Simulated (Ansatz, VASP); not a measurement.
ZrRuN2: VASP beside Ansatz

```xyz
4
Lattice="2.7851 0.0000 0.0000 0.0000 2.7851 0.0000 0.0000 0.0000 5.4333" Properties=species:S:1:pos:R:3 pbc="T T T"
Zr    0.0000    0.0000    2.7167
Ru    0.0000    0.0000    0.0000
N     1.3926    1.3926    4.1268
N     1.3926    1.3926    1.3065
```

Alike in both runs: functional PBE; k mesh 16 × 16 × 8; occupations gaussian, width 0.1 eV; collinear spin.

Ansatz relaxed the structure, and its values are those at the end. VASP's run is a single point on that final structure, the one shown.

|  | VASP | Ansatz |
| --- | --- | --- |
| version | VASP 6.6.1 | Ansatz 0.2.0 |
| potentials or method | VASP PAW PBE potentials, release 64 (Zr_sv, Ru_pv, N), cutoff 600 eV | scalar-relativistic, plane waves, PAW |
| valence electrons in the cell | 36 | 38 |

```csv
,VASP,Ansatz,Ansatz less VASP
gap on the k mesh at the Fermi level (eV),none,none,-
pressure (GPa),0.0,0.0,-0.04
net moment per atom (μB),0.00,0.00,0.000
```

A gap of «none» marks a metal or a gap that the smearing closes. VASP's potentials hold 36 valence electrons a cell and Ansatz's 38, so a difference there can come from the potentials and not from the codes. Ansatz's warnings: seeded moment not kept.
